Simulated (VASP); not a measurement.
Set up this calculation in VASP 6.6.1, as the native input.

- Task: single point
- Functional: PBEsol
- Potentials or basis: VASP PAW PBE potentials, release 64 (K_sv, Mg, F)
- Cutoff: 520 eV
- k mesh: 6 × 6 × 6
- Occupations: gaussian, width 0.02 eV
- Spin: no spin polarisation
- Dipole correction: no
- Further INCAR settings: ALGO = Normal; EDIFF = 1e-07; NBANDS = 24

The structure of KMgF3 lies in POSCAR:

```
KMgF3
1.0
    3.9908822799      0.0000000000      0.0000000000
    0.0000000000      3.9908822799      0.0000000000
    0.0000000000      0.0000000000      3.9908822799
K Mg F
1 1 3
Direct
    0.5000000000      0.5000000000      0.5000000000
    0.0000000000      0.0000000000      0.0000000000
    0.5000000000      0.0000000000      0.0000000000
    0.0000000000      0.5000000000      0.0000000000
    0.0000000000      0.0000000000      0.5000000000
```

These files were run (other wordings do the same):

INCAR

```
ALGO = Normal
EDIFF = 1E-7
ENCUT = 520
GGA = PS
ISIF = 2
ISMEAR = 0
LASPH = True
LCHARG = False
LREAL = False
LWAVE = False
NBANDS = 24
NELM = 100
PREC = Accurate
SIGMA = 0.02
```

KPOINTS

```
k-points
0
Gamma
  6 6 6
```

Potentials or basis: VASP PAW PBE potentials, release 64 (K_sv, Mg, F).

Launch:

```sh
$ cat potpaw_PBE.64/K_sv/POTCAR potpaw_PBE.64/Mg/POTCAR potpaw_PBE.64/F/POTCAR > POTCAR
$ mpirun -np 1 vasp_std > vasp.out
```

Results of the run:

```
Pressure               : -0.3 GPa
Band gap on the k mesh : 7.10 eV, indirect (least direct gap 7.42 eV)
```

Caveat: the PAW data sets were made with another functional, which shifts forces and pressure a little.

It took 19 s on 1 thread of AMD EPYC 9R14 (Zen 4), on a shared host, peak memory 0.15 GiB.
